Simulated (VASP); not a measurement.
# CdTe (P6_3/mmc) in VASP: further runs

The runs below take CdTe through single point, with r2SCAN.

Everything below comes from runs of VASP 6.6.1. Logs are shortened: lines on timing, memory, paths and dates and some standing lists are left out, and cuts for length are marked.

## Step 1: The cell of the first run

The structure is hexagonal, space group P6_3/mmc (No. 194). The conventional cell has a = 4.884 Å, b = 4.884 Å, c = 6.622 Å, α = 90.00°, β = 90.00°, γ = 120.00°. Cd (site symmetry -6m2) has 5 Te at 2.82 to 3.31 Å within 3.7 Å. Within 3.7 Å of Te (site symmetry -6m2) lie 5 Cd at 2.82 to 3.31 Å.

## Step 2: Single point, r2SCAN

Contents of POSCAR:

```
CdTe
1.0
    4.8840757712      0.0000000000      0.0000000000
   -2.4420378856      4.2297336918      0.0000000000
    0.0000000000      0.0000000000      6.6222457098
Cd Te
2 2
Direct
    0.3333333333      0.6666666667      0.2500000000
    0.6666666667      0.3333333333      0.7500000000
    0.6666666667      0.3333333333      0.2500000000
    0.3333333333      0.6666666667      0.7500000000
```

Contents of INCAR.step1:

```
SYSTEM = CdTe
  PREC = Accurate
  ENCUT = 520
  ISMEAR = -1
  SIGMA = 0.02
  LREAL = .False.
  LASPH = .True.
  NELM = 80
  NBANDS = 26
  GGA = PE
  ALGO = Normal
  EDIFF = 1E-4
  LWAVE = .True.
  LCHARG = .False.
```

Contents of INCAR.step2:

```
SYSTEM = CdTe
  PREC = Accurate
  ENCUT = 520
  EDIFF = 1E-6
  ISMEAR = -1
  SIGMA = 0.02
  LREAL = .False.
  LASPH = .True.
  NELM = 80
  ALGO = Normal
  ISIF = 2
  LWAVE = .False.
  LCHARG = .False.
  METAGGA = R2SCAN
  LMIXTAU = .True.
  NBANDS = 26
  ISTART = 1
```

Contents of KPOINTS:

```
regular mesh
0
Gamma
  6 6 4
  0 0 0
```

Potentials or basis: VASP PAW PBE potentials, release 64 (Cd, Te).

Launch:

```console
$ cat potpaw_PBE.64/Cd/POTCAR potpaw_PBE.64/Te/POTCAR > POTCAR
$ cp INCAR.step1 INCAR
$ mpirun -np 1 vasp_std > vasp.out
$ cp INCAR.step2 INCAR
$ mpirun -np 1 vasp_std > vasp.out
```

OUTCAR:

```text
SYSTEM = CdTe
   PREC = Accurate
   ENCUT = 520
   EDIFF = 1E-6
   ISMEAR = -1
   LREAL = .False.
   LASPH = .True.
   NELM = 80
   ISIF = 2
   METAGGA = R2SCAN
   ISTART = 1

 ion  position               nearest neighbor table
   1  0.333  0.667  0.250-   3 2.82   3 2.82   3 2.82   4 3.31   4 3.31
   2  0.667  0.333  0.750-   4 2.82   4 2.82   4 2.82   3 3.31   3 3.31
   3  0.667  0.333  0.250-   1 2.82   1 2.82   1 2.82   2 3.31   2 3.31
   4  0.333  0.667  0.750-   2 2.82   2 2.82   2 2.82   1 3.31   1 3.31

  LATTYP: Found a hexagonal cell.
 ALAT       =     4.8840757712
 C/A-ratio  =     1.3558851296

  Lattice vectors:

 A1 = (   4.8840757712,   0.0000000000,   0.0000000000)
 A2 = (  -2.4420378856,   4.2297336918,   0.0000000000)
 A3 = (   0.0000000000,   0.0000000000,   6.6222457098)

Analysis of symmetry for initial positions (statically):
=====================================================================
 Subroutine PRICEL returns:
 Original cell was already a primitive cell.

 Routine SETGRP: Setting up the symmetry group for a
 hexagonal supercell.

 Subroutine GETGRP returns: Found 24 space group operations
 (whereof 12 operations were pure point group operations)
 out of a pool of 24 trial point group operations.

The static configuration has the point symmetry D_3d.
 The point group associated with its full space group is D_6h.

Analysis of symmetry for dynamics (positions and initial velocities):
=====================================================================
 Subroutine PRICEL returns:
 Original cell was already a primitive cell.

 Routine SETGRP: Setting up the symmetry group for a
 hexagonal supercell.

 Subroutine GETGRP returns: Found 24 space group operations
 (whereof 12 operations were pure point group operations)
 out of a pool of 24 trial point group operations.

The dynamic configuration has the point symmetry D_3d.
 The point group associated with its full space group is D_6h.

 Subroutine INISYM returns: Found 24 space group operations
 (whereof 12 operations are pure point group operations),
 and found     1 'primitive' translations

----------------------------------------------------------------------------------------

                                     Primitive cell

  volume of cell :     136.8046

  direct lattice vectors                    reciprocal lattice vectors
     4.884075771  0.000000000  0.000000000     0.204747028  0.118210752  0.000000000
    -2.442037886  4.229733692  0.000000000     0.000000000  0.236421504  0.000000000
     0.000000000  0.000000000  6.622245710     0.000000000  0.000000000  0.151006176

  length of vectors
     4.884075771  4.884075771  6.622245710     0.236421504  0.236421504  0.151006176

  position of ions in fractional coordinates (direct lattice)
     0.333333333  0.666666667  0.250000000
     0.666666667  0.333333333  0.750000000
     0.666666667  0.333333333  0.250000000
     0.333333333  0.666666667  0.750000000

  ion indices of the primitive-cell ions
   primitive index   ion index
                 1           1
                 2           2
                 3           3
                 4           4

----------------------------------------------------------------------------------------

 KPOINTS: regular mesh

Automatic generation of k-mesh.
 Grid dimensions read from file:
 generate k-points for:    6    6    4

 Generating k-lattice:

  Cartesian coordinates                     Fractional coordinates (reciprocal lattice)
     0.034124505  0.019701792  0.000000000     0.166666667  0.000000000  0.000000000
     0.000000000  0.039403584  0.000000000     0.000000000  0.166666667  0.000000000
     0.000000000  0.000000000  0.037751544     0.000000000  0.000000000  0.250000000

  Length of vectors
     0.039403584  0.039403584  0.037751544

  Shift w.r.t. Gamma in fractional coordinates (k-lattice)
     0.000000000  0.000000000  0.000000000

 Subroutine IBZKPT returns following result:
 ===========================================

 Found     21 irreducible k-points:

 Following reciprocal coordinates:
            Coordinates               Weight
  0.000000  0.000000  0.000000      1.000000
  0.166667  0.000000  0.000000      6.000000
  0.333333  0.000000  0.000000      6.000000
  0.500000 -0.000000  0.000000      3.000000
  0.166667  0.166667  0.000000      6.000000
  0.333333  0.166667  0.000000     12.000000
[... 13 lines left out ...]
  0.333333  0.166667  0.500000     12.000000
  0.333333  0.333333  0.500000      2.000000
   k-points           NKPTS =     21   k-points in BZ     NKDIM =     21   number of bands    NBANDS=     26
   number of dos      NEDOS =    301   number of ions     NIONS =      4
   total plane-waves  NPLWV =  64800
   dimension x,y,z NGX =    36 NGY =   36 NGZ =   50
   dimension x,y,z NGXF=    72 NGYF=   72 NGZF=  100
   ions per type =               2   2
   NGX,Y,Z   is equivalent  to a cutoff of  12.25, 12.25, 12.55 a.u.
   NGXF,Y,Z  is equivalent  to a cutoff of  24.51, 24.51, 25.10 a.u.
 SYSTEM =  CdTe
   PREC   = accura    normal or accurate (medium, high low for compatibility)
   ISTART =      1    job   : 0-new  1-cont  2-samecut
   ICHARG =      0    charge: 1-file 2-atom 10-const
   ISPIN  =      1    spin polarized calculation?
   LNONCOLLINEAR =      F non collinear calculations
   LSORBIT =      F    spin-orbit coupling
   LASPH  =      T    aspherical Exc in radial PAW
   ENCUT  =  520.0 eV  38.22 Ry    6.18 a.u.   9.08  9.08 12.31*2*pi/ulx,y,z
   NELM   =     80;   NELMIN=  2; NELMDL=  0     # of ELM steps
   EDIFF  = 0.1E-05   stopping-criterion for ELM
   LREAL  =      F    real-space projection
   EDIFFG = 0.1E-04   stopping-criterion for IOM
   NSW    =      0    number of steps for IOM
   IBRION =     -1    ionic relax: 0-MD 1-quasi-New 2-CG
   NFREE  =      0    steps in history (QN), initial steepest desc. (CG)
   ISIF   =      2    stress and relaxation
   ISYM   =      2    0-nonsym 1-usesym 2-fastsym
   POTIM  = 0.5000    time-step for ionic-motion
   TEBEG  =    0.0;   TEEND  =   0.0 temperature during run
   PSTRESS=    0.0 pullay stress
   NELECT =      36.0000    total number of electrons
   NUPDOWN=      -1.0000    fix difference up-down
   EMIN   =  10.00;   EMAX   =-10.00  energy-range for DOS
   EFERMI =   0.00;   METHOD = LEGACY
   ISMEAR =    -1;   SIGMA  =   0.02  broadening in eV -4-tet -1-fermi 0-gaus
   EFERMI_NEDOS =   21; number of points for ismear=-14 and -15
   IALGO  =     38    algorithm
   IMIX   =      4    mixing-type and parameters
     AMIX     =   0.40;   BMIX     =  1.00
     AMIX_MAG =   1.60;   BMIX_MAG =  1.00
  volume/ion in A,a.u.               =      34.20       230.80
  Fermi-wavevector in a.u.,A,eV,Ry     =   1.049080  1.982474 14.974159  1.100570
  Thomas-Fermi vector in A             =   2.184028
   LORBIT       =      0    0 simple, 1 ext, 2 COOP (PROOUT), +10 PAW based schemes
   METAGGA = R2SCAN    functional components
   LHFCALC =     F    Hartree Fock is set to
   AEXX    =    0.0000 exact exchange contribution
   IVDW    =     0    specifies the selected vdW correction
   LEPSILON=     F    determine dielectric tensor
   LRPA    =     F    only Hartree local field effects (RPA)
 non-spin polarized calculation
  energy-cutoff  :      520.00
  volume of cell :      136.80
 maximum number of plane-waves:      3714
   NGX = 19   NGY = 19   NGZ = 25

 number of electron      36.0000025 magnetization

 Free energy of the ion-electron system (eV)
  ---------------------------------------------------
  ext. energy  EPLUGINS =         0.00000000
  ---------------------------------------------------
  free energy    TOTEN  =       -92.68788505 eV

  energy without entropy =      -92.68779946  energy(sigma->0) =      -92.68784225

 E-fermi :   2.2164     XC(G=0):  -9.0920

 val. band max:        2.0992538168   @ k =   0.3333   0.3333   0.5000
 cond. band min:       2.2899718302   @ k =   0.0000   0.0000   0.0000
 fundamental gap:      0.1907180134
 Fermi energy:         2.2164183410

 k-point     1 :       0.0000    0.0000    0.0000
  band No.  band energies     occupation
      1      -9.3367      2.00000
      2      -8.7706      2.00000
      3      -6.5608      2.00000
      4      -6.5608      2.00000
      5      -6.5548      2.00000
      6      -6.5548      2.00000
[... 18 lines left out ...]
     25       9.0131      0.00000
     26       9.4237      0.00000

 k-point     2 :       0.1667    0.0000    0.0000
  band No.  band energies     occupation
      1      -9.2435      2.00000
      2      -8.7421      2.00000
      3      -6.5334      2.00000
      4      -6.5290      2.00000
      5      -6.5239      2.00000
      6      -6.5141      2.00000
[... 18 lines left out ...]
     25       8.6292      0.00000
     26       9.4732      0.00000

 k-point     3 :       0.3333    0.0000    0.0000
  band No.  band energies     occupation
      1      -9.0332      2.00000
      2      -8.7048      2.00000
      3      -6.4769      2.00000
      4      -6.4595      2.00000
      5      -6.4489      2.00000
      6      -6.4034      2.00000
[... 18 lines left out ...]
     25       8.9711      0.00000
     26       9.3923      0.00000

 k-point     4 :       0.5000   -0.0000    0.0000
  band No.  band energies     occupation
      1      -8.9004      2.00000
      2      -8.7122      2.00000
      3      -6.4478      2.00000
      4      -6.4259      2.00000
      5      -6.3910      2.00000
      6      -6.3680      2.00000
[... 18 lines left out ...]
     25       9.8781      0.00000
     26      10.1979      0.00000
[... 409 lines left out ...]
      1      -8.8464      2.00000
      2      -8.8464      2.00000
      3      -6.4995      2.00000
      4      -6.4995      2.00000
      5      -6.4675      2.00000
      6      -6.4675      2.00000
[... 18 lines left out ...]
     25       8.9126      0.00000
     26       8.9126      0.00000

 k-point    20 :       0.3333    0.1667    0.5000
  band No.  band energies     occupation
      1      -8.7475      2.00000
      2      -8.7475      2.00000
      3      -6.4521      2.00000
      4      -6.4521      2.00000
      5      -6.4258      2.00000
      6      -6.4258      2.00000
[... 18 lines left out ...]
     25       9.5477      0.00000
     26       9.5477      0.00000

 k-point    21 :       0.3333    0.3333    0.5000
  band No.  band energies     occupation
      1      -8.7148      2.00000
      2      -8.7148      2.00000
      3      -6.4394      2.00000
      4      -6.4394      2.00000
      5      -6.4193      2.00000
      6      -6.4193      2.00000
[... 18 lines left out ...]
     25       8.4171      0.00000
     26       8.4171      0.00000

------------------------ aborting loop because EDIFF is reached ----------------------------------------

  FORCE on cell =-STRESS in cart. coord.  units (eV):
  Direction    XX          YY          ZZ          XY          YZ          ZX
  --------------------------------------------------------------------------------------
  -------------------------------------------------------------------------------------
  Total        0.1202264      0.1202264      0.0954117      0.0000000      0.0000000      0.0000000
  in kB        1.4080226      1.4080226      1.1174073      0.0000000      0.0000000      0.0000000
  external PRESSURE =       1.3111508 kB  Pullay stress =       0.0000000 kB

 VOLUME and BASIS-vectors are now :
 -----------------------------------------------------------------------------
  energy-cutoff  :      520.00
  volume of cell :      136.80
      direct lattice vectors                 reciprocal lattice vectors
     4.884075771  0.000000000  0.000000000     0.204747028  0.118210752  0.000000000
    -2.442037886  4.229733692  0.000000000     0.000000000  0.236421504  0.000000000
     0.000000000  0.000000000  6.622245710     0.000000000  0.000000000  0.151006176

 POSITION                                       TOTAL-FORCE (eV/Angst)
 -----------------------------------------------------------------------------------
     -0.00000      2.81982      1.65556         0.000000     -0.000000     -0.000000
      2.44204      1.40991      4.96668        -0.000000      0.000000     -0.000000
      2.44204      1.40991      1.65556        -0.000000     -0.000000      0.000000
     -0.00000      2.81982      4.96668        -0.000000      0.000000      0.000000
 -----------------------------------------------------------------------------------
    total drift:                               -0.000000     -0.000000     -0.000000

  FREE ENERGIE OF THE ION-ELECTRON SYSTEM (eV)
  ---------------------------------------------------
  free  energy   TOTEN  =       -92.6878850490 eV

  energy  without entropy=      -92.6877994550  energy(sigma->0) =      -92.68784225
```

It took 2.4 min on 1 thread of AMD EPYC 9R45 (Zen 5), shared host; peak memory 0.26 GiB.

What came out:

| Item | Value |
| --- | --- |
| Free energy | -92.6879 eV |
| Pressure | 0.1 GPa |
| Band gap on the k mesh | 0.19 eV, indirect (least direct gap 0.24 eV) |

Caveat: the PAW data sets were made with another functional, which shifts forces and pressure a little; spin-orbit coupling is left out, which moves the levels of the heavy elements. A k mesh can miss the band edges.

## Step 3: Single point, r2SCAN (volume changed by +3%)

Contents of POSCAR:

```
CdTe
1.0
    4.9324361021      0.0000000000      0.0000000000
   -2.4662180511      4.2716149670      0.0000000000
    0.0000000000      0.0000000000      6.6878167635
Cd Te
2 2
Direct
    0.3333333333      0.6666666667      0.2500000000
    0.6666666667      0.3333333333      0.7500000000
    0.6666666667      0.3333333333      0.2500000000
    0.3333333333      0.6666666667      0.7500000000
```

Contents of INCAR.step1:

```
ALGO     = Normal         # electronic algorithm
EDIFF    = 1E-4           # SCF threshold, eV
ENCUT    = 520            # plane-wave cutoff, eV
GGA      = PE             # functional
ISMEAR   = -1             # smearing method
LASPH    = T              # aspherical terms in the spheres
LCHARG   = F              # write CHGCAR
LREAL    = F              # projectors in reciprocal space
LWAVE    = T              # write WAVECAR
NBANDS   = 26             # bands
NELM     = 60             # most SCF steps
PREC     = Accurate       # precision mode
SIGMA    = 0.02           # smearing width, eV
```

Contents of INCAR.step2:

```
ALGO     = Normal         # electronic algorithm
EDIFF    = 1E-7           # SCF threshold, eV
ENCUT    = 520            # plane-wave cutoff, eV
ISIF     = 2              # what is computed and relaxed
ISMEAR   = -1             # smearing method
ISTART   = 1            
LASPH    = T              # aspherical terms in the spheres
LCHARG   = F              # write CHGCAR
LMIXTAU  = T            
LREAL    = F              # projectors in reciprocal space
LWAVE    = F              # write WAVECAR
METAGGA  = R2SCAN         # meta-GGA
NBANDS   = 26             # bands
NELM     = 60             # most SCF steps
PREC     = Accurate       # precision mode
SIGMA    = 0.02           # smearing width, eV
```

Contents of KPOINTS:

```
k-points
0
Gamma
  6 6 4
```

Potentials or basis: VASP PAW PBE potentials, release 64 (Cd, Te).

Launch:

```console
$ cat potpaw_PBE.64/Cd/POTCAR potpaw_PBE.64/Te/POTCAR > POTCAR
$ cp INCAR.step1 INCAR
$ mpirun -np 1 vasp_std > vasp.out
$ cp INCAR.step2 INCAR
$ mpirun -np 1 vasp_std > vasp.out
```

Wall time 4.2 min (1 thread of AMD EPYC 9R45 (Zen 5), shared host); peak memory 0.3 GiB.

Results (log left out):

```
Free energy            : -92.6761 eV
Pressure               : -1.0 GPa
Band gap on the k mesh : 0.20 eV, indirect (least direct gap 0.27 eV)
```

Stress tensor (GPa, compression positive):
```
-1.19  0.00  0.00
 0.00 -1.19  0.00
 0.00  0.00 -0.72
```

Levels at points of the mesh, in eV from the valence-band top:
| k point | band 15 | band 16 | band 17 | band 18 | band 19 | band 20 | band 21 | band 22 |
| --- | --- | --- | --- | --- | --- | --- | --- | --- |
| (0.00, 0.00, 0.00) | -1.24 | -0.32 | -0.32 | -0.07 | 0.20 | 0.95 | 4.42 | 4.42 |
| (0.50, 0.00, 0.00) | -2.26 | -2.13 | -1.06 | -1.03 | 1.52 | 3.08 | 5.26 | 6.70 |
| (0.00, 0.00, 0.50) | -0.79 | -0.79 | -0.79 | -0.79 | 1.63 | 1.63 | 4.73 | 4.73 |
| (0.50, 0.00, 0.50) | -1.71 | -1.71 | -0.35 | -0.35 | 2.73 | 2.73 | 4.00 | 4.00 |

Caveat: the PAW data sets were made with another functional, which shifts forces and pressure a little; spin-orbit coupling is left out, which moves the levels of the heavy elements.
